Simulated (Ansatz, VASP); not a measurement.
**Co: VASP beside Ansatz**

Contents of INCAR:

```
SYSTEM = Co
ALGO = Normal
EDIFF = 1E-6
ENCUT = 520
GGA = CA
ISIF = 2
ISMEAR = -1
ISPIN = 2
LASPH = .True.
LCHARG = .False.
LMAXMIX = 4
LORBIT = 11
LREAL = .False.
LWAVE = .False.
MAGMOM = 2
NBANDS = 14
NELM = 150
PREC = Accurate
SIGMA = 0.05
```

KPOINTS

```
k-points
0
Gamma
  13 13 1
  0 0 0
```

Contents of POSCAR:

```
Co
1.0
    2.3471500000      0.0000000000      0.0000000000
   -1.1735800000      2.0326900000      0.0000000000
    0.0000000000      0.0000000000     23.8000000000
Co
1
Direct
    0.0000000000      0.0000000000      0.2941200000
```

The input input.yaml:

```yaml
crystal:
  lattice:
    - [2.34715, 0.0, 0.0]
    - [-1.17358, 2.03269, 0.0]
    - [0.0, 0.0, 23.8]
  atoms:
    - { symbol: Co, position: [0.0, 0.0, 0.29412], spin: 2.0 }
kpoints:
  mp_grid: { grid: [13, 13, 1] }
scf:
  occupations: { method: fermi_dirac, width: 0.05 }
hamiltonian:
  xc: lda
  pseudopotentials: { kind: all_electron, lapw: { basis_error: 0.002 } }
magnetization:
  spin_polarized: true
output:
  forces: true
  stress: true
  eigenvalues: true
```

Alike in both runs: task single point; functional LDA; k mesh 13 × 13 × 1; occupations fermi-dirac, width 0.05 eV; collinear spin.

```csv
,VASP,Ansatz
version,VASP 6.6.1,Ansatz 0.2.0
potentials or method,"VASP PAW LDA potentials, release 64 (Co), cutoff 520 eV","all-electron LAPW, scalar-relativistic"
```

```tsv
	VASP	Ansatz	Ansatz less VASP
gap on the k mesh at the Fermi level (eV)	none	none	-
net moment per atom (μB)	1.68	1.70	+0.024
size of the moment on the site where the two differ most (μB)	1.69	1.76	+0.067
```

LDA's correlation is that of Perdew and Zunger in VASP and of Perdew and Wang (1992) in Ansatz. Site moments also hang on the region over which each program counts them. A gap of «none» marks a metal or a gap that the smearing closes. Ansatz ran all-electron here, and VASP with PAW potentials.
